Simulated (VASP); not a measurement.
Here is a VASP 6.6.1 calculation.

INCAR

```
PREC = Accurate ; ENCUT = 500
EDIFF = 1E-6 ; ISMEAR = -1
SIGMA = 0.1 ; LREAL = False
LASPH = True ; NELM = 120
ALGO = Normal ; ISIF = 2
LWAVE = False ; LCHARG = False
GGA = CA ; NBANDS = 26
GGA_COMPAT = False
```

The input KPOINTS:

```
regular mesh
0
Gamma
  6 6 4
```

POSCAR

```
CdTe
1.0
    3.1056284021     -3.1353322095      0.0000000000
    3.1056284021      3.1353322095      0.0000000000
    0.0000000000      0.0000000000      6.1708013492
Cd Te
2 2
Direct
    0.2770300000      0.7229700000      0.7500000000
    0.7229700000      0.2770300000      0.2500000000
    0.7661370000      0.2338630000      0.7500000000
    0.2338630000      0.7661370000      0.2500000000
```

Potentials or basis: VASP PAW LDA potentials, release 64 (Cd, Te).

Launch:

```bash
$ cat potpaw_LDA.64/Cd/POTCAR potpaw_LDA.64/Te/POTCAR > POTCAR
$ mpirun -np 1 vasp_std > vasp.out
```

Task: Estimate the band gap on the k mesh.

Result: Zero (band 18 reaches 3.24 eV, above the bottom of band 19 at 1.86 eV).

Task: Predict the largest force.

Result: 0.103 eV/Å.

Forces in eV/Å, atoms in the order of the input:
```
Cd   0.000  0.020  0.000
Cd   0.000 -0.020  0.000
Te   0.000  0.103  0.000
Te   0.000 -0.103  0.000
```

Caveat: spin-orbit coupling is left out, which moves the levels of the heavy elements.
